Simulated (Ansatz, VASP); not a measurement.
One calculation of MgO, two programs

POSCAR

```
MgO
1.0
    0.0000000000      2.1065500000      2.1065500000
    2.1065500000      0.0000000000      2.1065500000
    2.1065500000      2.1065500000      0.0000000000
Mg O
1 1
Direct
    0.0000000000      0.0000000000      0.0000000000
    0.5000000000      0.5000000000      0.5000000000
```

The input INCAR.step1:

```
SYSTEM = MgO
ALGO = Normal
EDIFF = 1E-5
ENCUT = 920
GGA = PE
GGA_COMPAT = .False.
ISMEAR = -1
LASPH = .True.
LCHARG = .False.
LREAL = .False.
LWAVE = .True.
NBANDS = 15
NELM = 120
PREC = Accurate
SIGMA = 0.1
```

Contents of INCAR.step2:

```
SYSTEM = MgO
ALGO = Normal
EDIFF = 1E-6
ENCUT = 920
GGA_COMPAT = .False.
ISIF = 2
ISMEAR = -1
ISTART = 1
LASPH = .True.
LCHARG = .False.
LMIXTAU = .True.
LREAL = .False.
LWAVE = .False.
METAGGA = R2SCAN
NBANDS = 15
NELM = 120
PREC = Accurate
SIGMA = 0.1
```

KPOINTS

```
k-points
0
Gamma
  8 8 8
  0 0 0
```

Input for Ansatz:

```yaml
crystal:
  lattice:
    - [0.0, 2.10655, 2.10655]
    - [2.10655, 0.0, 2.10655]
    - [2.10655, 2.10655, 0.0]
  atoms:
    - { symbol: Mg, position: [0.0, 0.0, 0.0] }
    - { symbol: O, position: [0.5, 0.5, 0.5] }
hamiltonian:
  xc: r2scan
  pseudopotentials: { kind: paw }
basis:
  ecutwfc: 500
kpoints:
  mp_grid: { grid: [8, 8, 8] }
scf:
  occupations: { method: fermi_dirac, width: 0.1 }
  lower_state_search: "off"
output:
  forces: true
  stress: true
```

Alike in both runs: task single point; functional r2SCAN; k mesh 8 × 8 × 8; occupations fermi-dirac, width 0.1 eV; no spin polarisation.

|  | VASP | Ansatz |
| --- | --- | --- |
| version | VASP 6.6.1 | Ansatz 0.2.0 |
| potentials or method | VASP PAW PBE potentials, release 64 (Mg_sv, O), cutoff 920 eV | PAW, plane waves, scalar-relativistic |
| valence electrons in the cell | 16 | 16 |

Ansatz gave:

```
pressure (GPa) : -1.0
```

Estimate VASP's values.

pressure (GPa): -0.5.

VASP's potentials were made for PBE, not for r2SCAN.
